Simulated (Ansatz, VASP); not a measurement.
## Re in VASP and in Ansatz

```
Re
1.0
     0.00000    1.95653    1.95653
     1.95653    0.00000    1.95653
     1.95653    1.95653    0.00000
Re
1
Direct
  0.00000 0.00000 0.00000
```

Alike in both runs: task single point; functional PBE; k mesh 8 × 8 × 8; occupations gaussian, width 0.05 eV; no spin polarisation.

```csv
,VASP,Ansatz
version,VASP 6.6.1,Ansatz 0.2.0
potentials or method,"VASP PAW PBE potentials, release 64 (Re), cutoff 520 eV","scalar-relativistic, plane waves, PAW"
valence electrons in the cell,7,15
```

Ansatz gave:

- gap on the k mesh at the Fermi level (eV): none
- pressure (GPa): 0.0

Question: Which values does VASP return?

Answer: gap on the k mesh at the Fermi level (eV): none; pressure (GPa): -0.5.

A gap of «none» marks a metal or a gap that the smearing closes. VASP's potentials hold 7 valence electrons a cell and Ansatz's 15, so a difference there can come from the potentials and not from the codes.

Spin-orbit coupling is off throughout.
